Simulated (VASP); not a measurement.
# Rh (Fm-3m) in VASP: further runs

Rh is run at these levels: RPBE+D3(BJ), RPBE+D4, r2SCAN; tasks: relaxation of cell and atoms, single point.

Everything below comes from runs of VASP 6.6.1. Logs are shortened: lines on timing, memory, paths and dates and some standing lists are left out, and cuts for length are marked.

### 1 The cell of the first run

The structure is cubic, space group Fm-3m (No. 225). Conventional cell: a = 3.796 Å, b = 3.796 Å, c = 3.796 Å, α = 90.00°, β = 90.00°, γ = 90.00°. Within 3.5 Å of Rh (site symmetry m-3m) lie 12 Rh at 2.68 Å.

### 2 Relaxation of cell and atoms, RPBE+D3(BJ)

Input file INCAR:

```
SYSTEM = Rh
ALGO = Normal ; EDIFF = 1E-7
EDIFFG = -0.01 ; ENCUT = 600
GGA = RP ; IBRION = 2
ISIF = 3 ; ISMEAR = -1
IVDW = 12 ; LASPH = .TRUE.
LCHARG = .FALSE. ; LREAL = .FALSE.
LWAVE = .FALSE. ; NELM = 80
NSW = 60 ; PREC = Accurate
SIGMA = 0.05
```

Input file KPOINTS:

```
k-points
0
G
  12 12 12
  0 0 0
```

Input file POSCAR:

```
Rh
1.0
    0.0000000000      1.8978500000      1.8978500000
    1.8978500000      0.0000000000      1.8978500000
    1.8978500000      1.8978500000      0.0000000000
Rh
1
Direct
    0.0000000000      0.0000000000      0.0000000000
```

Potentials or basis: VASP PAW PBE potentials, release 64 (Rh_pv).

On the command line:

```sh
$ cat potpaw_PBE.64/Rh_pv/POTCAR > POTCAR
$ mpirun -np 1 vasp_std > vasp.out
```

OUTCAR:

```text
SYSTEM = Rh
   EDIFF = 1E-7
   EDIFFG = -0.01
   ENCUT = 600
   GGA = RP
   IBRION = 2
   ISIF = 3
   ISMEAR = -1
   IVDW = 12
   LASPH = .TRUE.
   LREAL = .FALSE.
   NELM = 80
   NSW = 60
   PREC = Accurate
 IVDW          = 12

 ion  position               nearest neighbor table
   1  0.000  0.000  0.000-

  LATTYP: Found a face centered cubic cell.
 ALAT       =     3.7957000000

  Lattice vectors:

 A1 = (   0.0000000000,   1.8978500000,   1.8978500000)
 A2 = (   1.8978500000,   0.0000000000,   1.8978500000)
 A3 = (   1.8978500000,   1.8978500000,   0.0000000000)

Analysis of symmetry for initial positions (statically):
=====================================================================
 Subroutine PRICEL returns:
 Original cell was already a primitive cell.

 Routine SETGRP: Setting up the symmetry group for a
 face centered cubic supercell.

 Subroutine GETGRP returns: Found 48 space group operations
 (whereof 48 operations were pure point group operations)
 out of a pool of 48 trial point group operations.

The static configuration has the point symmetry O_h .

Analysis of symmetry for dynamics (positions and initial velocities):
=====================================================================
 Subroutine PRICEL returns:
 Original cell was already a primitive cell.

 Routine SETGRP: Setting up the symmetry group for a
 face centered cubic supercell.

 Subroutine GETGRP returns: Found 48 space group operations
 (whereof 48 operations were pure point group operations)
 out of a pool of 48 trial point group operations.

The dynamic configuration has the point symmetry O_h .

 Subroutine INISYM returns: Found 48 space group operations
 (whereof 48 operations are pure point group operations),
 and found     1 'primitive' translations

----------------------------------------------------------------------------------------

                                     Primitive cell

  volume of cell :      13.6715

  direct lattice vectors                    reciprocal lattice vectors
     0.000000000  1.897850000  1.897850000    -0.263456016  0.263456016  0.263456016
     1.897850000  0.000000000  1.897850000     0.263456016 -0.263456016  0.263456016
     1.897850000  1.897850000  0.000000000     0.263456016  0.263456016 -0.263456016

  length of vectors
     2.683965209  2.683965209  2.683965209     0.456319205  0.456319205  0.456319205

  position of ions in fractional coordinates (direct lattice)
     0.000000000  0.000000000  0.000000000

  ion indices of the primitive-cell ions
   primitive index   ion index
                 1           1

[... 67 lines left out ...]
   LSORBIT =      F    spin-orbit coupling
   LASPH  =      T    aspherical Exc in radial PAW
   ENCUT  =  600.0 eV  44.10 Ry    6.64 a.u.   5.36  5.36  5.36*2*pi/ulx,y,z
   NELM   =     80;   NELMIN=  2; NELMDL= -5     # of ELM steps
   EDIFF  = 0.1E-06   stopping-criterion for ELM
   LREAL  =      F    real-space projection
   EDIFFG = -.1E-01   stopping-criterion for IOM
   NSW    =     60    number of steps for IOM
   IBRION =      2    ionic relax: 0-MD 1-quasi-New 2-CG
   NFREE  =      1    steps in history (QN), initial steepest desc. (CG)
   ISIF   =      3    stress and relaxation
   ISYM   =      2    0-nonsym 1-usesym 2-fastsym
   POTIM  = 0.5000    time-step for ionic-motion
   TEBEG  =    0.0;   TEEND  =   0.0 temperature during run
   PSTRESS=    0.0 pullay stress
   NELECT =      15.0000    total number of electrons
   NUPDOWN=      -1.0000    fix difference up-down
   EMIN   =  10.00;   EMAX   =-10.00  energy-range for DOS
   EFERMI =   0.00;   METHOD = LEGACY
   ISMEAR =    -1;   SIGMA  =   0.05  broadening in eV -4-tet -1-fermi 0-gaus
   EFERMI_NEDOS =   21; number of points for ismear=-14 and -15
   IALGO  =     38    algorithm
   IMIX   =      4    mixing-type and parameters
     AMIX     =   0.40;   BMIX     =  1.00
     AMIX_MAG =   1.60;   BMIX_MAG =  1.00
  volume/ion in A,a.u.               =      13.67        92.26
  Fermi-wavevector in a.u.,A,eV,Ry     =   1.688496  3.190795 38.790465  2.851019
  Thomas-Fermi vector in A             =   2.770792
   LORBIT       =      0    0 simple, 1 ext, 2 COOP (PROOUT), +10 PAW based schemes
   GGA     = RP    functional components
   LHFCALC =     F    Hartree Fock is set to
   AEXX    =    0.0000 exact exchange contribution
   IVDW    =    12    specifies the selected vdW correction
   LEPSILON=     F    determine dielectric tensor
   LRPA    =     F    only Hartree local field effects (RPA)
 conjugate gradient relaxation of ions
 non-spin polarized calculation
  energy-cutoff  :      600.00
  volume of cell :       13.67
 maximum number of plane-waves:       471
 NGX is ok and might be reduce to    24
   NGX = 11   NGY = 11   NGZ = 11

--------------------------------------- Ionic step        1  -------------------------------------------

 number of electron      15.0000002 magnetization

 Free energy of the ion-electron system (eV)
  ---------------------------------------------------
  ext. energy  EPLUGINS =         0.00000000
  ---------------------------------------------------
  free energy    TOTEN  =        -6.59953149 eV

  energy without entropy =       -6.59107689  energy(sigma->0) =       -6.59530419

------------------------ aborting loop because EDIFF is reached ----------------------------------------

 Edisp (eV)   -3.47669

 E8    (eV) :    -2.3154
[... 147 lines left out ...]
--------------------------------------- Ionic step        5  -------------------------------------------

 number of electron      15.0000000 magnetization

 Free energy of the ion-electron system (eV)
  ---------------------------------------------------
  ext. energy  EPLUGINS =         0.00000000
  ---------------------------------------------------
  free energy    TOTEN  =        -6.37081802 eV

  energy without entropy =       -6.36383159  energy(sigma->0) =       -6.36732481

 E-fermi :  13.9968     XC(G=0): -14.6202

 val. band max:       13.8878159499   @ k =  -0.3333   0.3333   0.0000
 cond. band min:      14.0279537743   @ k =   0.3333   0.1667   0.0000
 fundamental gap:      0.1401378244
 Fermi energy:        13.9968339463

 k-point     1 :       0.0000    0.0000    0.0000
  band No.  band energies     occupation
      1     -32.6104      2.00000
      2     -32.6104      2.00000
      3     -32.6104      2.00000
      4       5.2820      2.00000
      5      10.3614      2.00000
      6      10.3614      2.00000
      7      10.3614      2.00000
      8      12.8027      2.00000
      9      12.8027      2.00000
     10      29.8523      0.00000
     11      34.2203      0.00000
[... 309 lines left out ...]
 k-point    24 :      -0.4167    0.1667    0.0000
  band No.  band energies     occupation
      1     -33.5525      2.00000
      2     -32.9411      2.00000
      3     -32.7894      2.00000
      4       7.7811      2.00000
      5       9.5638      2.00000
      6      11.0342      2.00000
      7      11.5885      2.00000
      8      14.2688      0.00866
      9      18.5190      0.00000
     10      23.7799      0.00000
     11      30.5413      0.00000

 [... further k-points ...]

------------------------ aborting loop because EDIFF is reached ----------------------------------------

 Edisp (eV)   -3.83735

 E8    (eV) :    -2.5507
[... 24 lines left out ...]
  FREE ENERGIE OF THE ION-ELECTRON SYSTEM (eV)
  ---------------------------------------------------
  free  energy   TOTEN  =       -10.2081713789 eV

  energy  without entropy=      -10.2011849497  energy(sigma->0) =      -10.20467816

 reached required accuracy - stopping structural energy minimisation
```

OSZICAR:

```text
N       E                     dE             d eps       ncg     rms          rms(c)
DAV:   1     0.125762824511E+03    0.12576E+03   -0.10442E+04  1584   0.163E+03
DAV:   2    -0.545826988742E+01   -0.13122E+03   -0.12597E+03  1626   0.411E+02
DAV:   3    -0.704178353200E+01   -0.15835E+01   -0.15764E+01  1836   0.512E+01
DAV:   4    -0.705129089617E+01   -0.95074E-02   -0.95063E-02  1722   0.411E+00
[... 47 lines left out ...]
DAV:   3    -0.637078820122E+01    0.10473E-03   -0.35418E-04  1701   0.275E-01    0.506E-02
DAV:   4    -0.637082033597E+01   -0.32135E-04   -0.48850E-05  1680   0.110E-01    0.479E-03
DAV:   5    -0.637081940090E+01    0.93507E-06   -0.11814E-06  1814   0.169E-02    0.255E-03
DAV:   6    -0.637081794552E+01    0.14554E-05   -0.69901E-08  1182   0.407E-03    0.232E-04
DAV:   7    -0.637081802082E+01   -0.75297E-07   -0.54700E-09   822   0.125E-03
   5 F= -.10208171E+02 E0= -.10204678E+02  d E =-.131947E+00
```

CONTCAR:

```text
Rh
   1.00000000000000
     0.0000000000000000    1.8372650242078739    1.8372650242078739
     1.8372650242078739   -0.0000000000000000    1.8372650242078739
     1.8372650242078739    1.8372650242078739    0.0000000000000000
  Rh
     1
Direct
     0.0000000000000000    0.0000000000000000    0.0000000000000000

  0.00000000E+00  0.00000000E+00  0.00000000E+00
```

It took 31 s on 1 thread of Intel Xeon Platinum 8488C (Sapphire Rapids), shared host; peak memory 0.16 GiB.

What came out:

- Free energy: -10.2082 eV
- Relaxed volume: 12.40 Å³/atom
- Relaxed cell: a = 2.598 Å, b = 2.598 Å, c = 2.598 Å, α = 60.00°, β = 60.00°, γ = 60.00°
- Space group after relaxing (to 0.1 Å): Fm-3m (No. 225)
- Pressure after relaxing: 0.0 GPa
- Band gap on the k mesh: zero (an odd number of electrons rules out a gap without spin polarisation)
- Dispersion energy per atom: -3.837 eV

Final structure:
```
Rh
1.0
     0.00000    1.83727    1.83727
     1.83727    0.00000    1.83727
     1.83727    1.83727    0.00000
Rh
1
Direct
  0.00000 0.00000 0.00000
```

Caveat: the PAW data sets were made with another functional, which shifts forces and pressure a little.

### 3 Relaxation of cell and atoms, RPBE+D4

Input file INCAR:

```
PREC = Accurate ; ENCUT = 600
EDIFF = 1E-6 ; ISMEAR = -1
SIGMA = 0.05 ; LREAL = False
LASPH = True ; NELM = 80
ALGO = Normal ; ISIF = 3
LWAVE = False ; LCHARG = False
GGA = RP ; IVDW = 13
IBRION = 2 ; NSW = 60
EDIFFG = -0.01
```

Input file KPOINTS:

```
Automatic mesh
0
Gamma
  12 12 12
```

POSCAR is that of step 2.

Potentials or basis: VASP PAW PBE potentials, release 64 (Rh_pv).

On the command line:

```sh
$ cat potpaw_PBE.64/Rh_pv/POTCAR > POTCAR
$ mpirun -np 1 vasp_std > vasp.out
```

Run time: 19 s. Hardware: 1 thread of Intel Xeon Platinum 8488C (Sapphire Rapids), shared host; peak memory 0.15 GiB.

Results (log left out):

- Free energy: -8.2502 eV
- Relaxed volume: 13.39 Å³/atom
- Relaxed cell: a = 2.665 Å, b = 2.665 Å, c = 2.665 Å, α = 60.00°, β = 60.00°, γ = 60.00°
- Space group after relaxing (to 0.1 Å): Fm-3m (No. 225)
- Energy gained by relaxing: 5.2 meV/atom
- Ionic steps: 4
- Pressure after relaxing: 0.1 GPa
- Band gap on the k mesh: zero (an odd number of electrons rules out a gap without spin polarisation)
- Dispersion energy per atom: -1.678 eV

Step by step:
```tsv
step	energy change (eV)	largest force (eV/Å)	pressure (GPa)	volume (Å³)
1	0.0000	0.0000	-5.73	13.67
2	0.0285	0.0000	17.21	12.73
3	-0.0052	0.0000	-0.16	13.40
4	-0.0052	0.0000	0.06	13.39
```

Final structure:
```
Rh
1.0
     0.00000    1.88468    1.88468
     1.88468    0.00000    1.88468
     1.88468    1.88468    0.00000
Rh
1
Direct
  0.00000 0.00000 0.00000
```

Levels at points of the mesh, in eV from the Fermi level:
| k point | band 4 | band 5 | band 6 | band 7 | band 8 | band 9 | band 10 | band 11 |
| --- | --- | --- | --- | --- | --- | --- | --- | --- |
| (0.00, 0.00, 0.00) | -8.13 | -3.22 | -3.22 | -3.22 | -1.06 | -1.06 | 15.98 | 20.47 |
| (0.50, 0.00, 0.00) | -6.34 | -3.31 | -3.31 | 0.57 | 0.57 | 0.72 | 8.93 | 15.49 |
| (0.50, 0.50, 0.00) | -6.58 | -6.20 | 0.54 | 1.01 | 1.01 | 3.32 | 12.62 | 13.52 |

Caveat: the PAW data sets were made with another functional, which shifts forces and pressure a little.

### 4 Single point, r2SCAN, non-collinear spin, zero start, spin-orbit coupling

POSCAR is that of step 3.

Input file INCAR.step1:

```
SYSTEM = Rh
ALGO     = Normal         ! electronic algorithm
EDIFF    = 1E-4           ! SCF threshold, eV
ENCUT    = 520            ! plane-wave cutoff, eV
GGA      = PE             ! functional
GGA_COMPAT= .FALSE.      
ISMEAR   = -1             ! smearing method
LASPH    = .TRUE.         ! aspherical terms in the spheres
LCHARG   = .FALSE.        ! write CHGCAR
LMAXMIX  = 4              ! l up to which the mixer works
LNONCOLLINEAR= .TRUE.         ! non-collinear magnetism
LREAL    = .FALSE.        ! projectors in reciprocal space
LSORBIT  = .TRUE.         ! spin-orbit coupling
LWAVE    = .TRUE.         ! write WAVECAR
MAGMOM   = 0 0 0          ! initial moments
NBANDS   = 26             ! bands
NELM     = 150            ! most SCF steps
PREC     = Accurate       ! precision mode
SIGMA    = 0.05           ! smearing width, eV
```

Input file INCAR.step2:

```
SYSTEM = Rh
ALGO     = Normal         ! electronic algorithm
EDIFF    = 1E-6           ! SCF threshold, eV
ENCUT    = 520            ! plane-wave cutoff, eV
GGA_COMPAT= .FALSE.      
ISIF     = 2              ! what is computed and relaxed
ISMEAR   = -1             ! smearing method
ISTART   = 1            
LASPH    = .TRUE.         ! aspherical terms in the spheres
LCHARG   = .FALSE.        ! write CHGCAR
LMAXMIX  = 4              ! l up to which the mixer works
LMIXTAU  = .TRUE.       
LNONCOLLINEAR= .TRUE.         ! non-collinear magnetism
LORBIT   = 11             ! projections on sites
LORBMOM  = .TRUE.       
LREAL    = .FALSE.        ! projectors in reciprocal space
LSORBIT  = .TRUE.         ! spin-orbit coupling
LWAVE    = .FALSE.        ! write WAVECAR
MAGMOM   = 0 0 0          ! initial moments
METAGGA  = R2SCAN         ! meta-GGA
NBANDS   = 26             ! bands
NELM     = 150            ! most SCF steps
PREC     = Accurate       ! precision mode
SIGMA    = 0.05           ! smearing width, eV
```

Input file KPOINTS:

```
k-points
0
G
  9 9 9
  0 0 0
```

On the command line:

```sh
$ cat potpaw_PBE.64/Rh_pv/POTCAR > POTCAR
$ cp INCAR.step1 INCAR
$ mpirun -np 1 vasp_ncl > vasp.out
$ cp INCAR.step2 INCAR
$ mpirun -np 1 vasp_ncl > vasp.out
```

Run time: 94 s. Hardware: 1 thread of Intel Xeon Platinum 8488C (Sapphire Rapids), shared host; peak memory 0.19 GiB.

Results (log left out):

- Free energy: -24.2845 eV
- Pressure: 2.7 GPa
- Net moment: 0.00 μB per cell
- Valence electrons inside the program's atomic spheres: Rh 13.83

Moments on the atoms (μB; x, y, z):
```
Rh  0.00 0.00 0.00
```

Caveat: the PAW data sets were made with another functional, which shifts forces and pressure a little.

### 5 The runs side by side

```csv
task,level,spin,cell,k mesh,cutoff (eV),gap on the mesh (eV),pressure (GPa),relaxed volume (Å³/atom)
relaxation of cell and atoms,RPBE+D3(BJ),off,relaxed,12 × 12 × 12,600,none,0.0,12.40
relaxation of cell and atoms,RPBE+D4,off,relaxed,12 × 12 × 12,600,none,0.1,13.39
single point,r2SCAN,"non-collinear, zero start, SOC",as given,9 × 9 × 9,520,-,2.7,-
```

Alike in all rows: potentials or basis VASP PAW PBE potentials, release 64 (Rh_pv); smearing fermi-dirac 0.05 eV.

Caveats: the PAW data sets were made with another functional, which shifts forces and pressure a little.

Absolute energies hang on the potentials; compare differences alone.
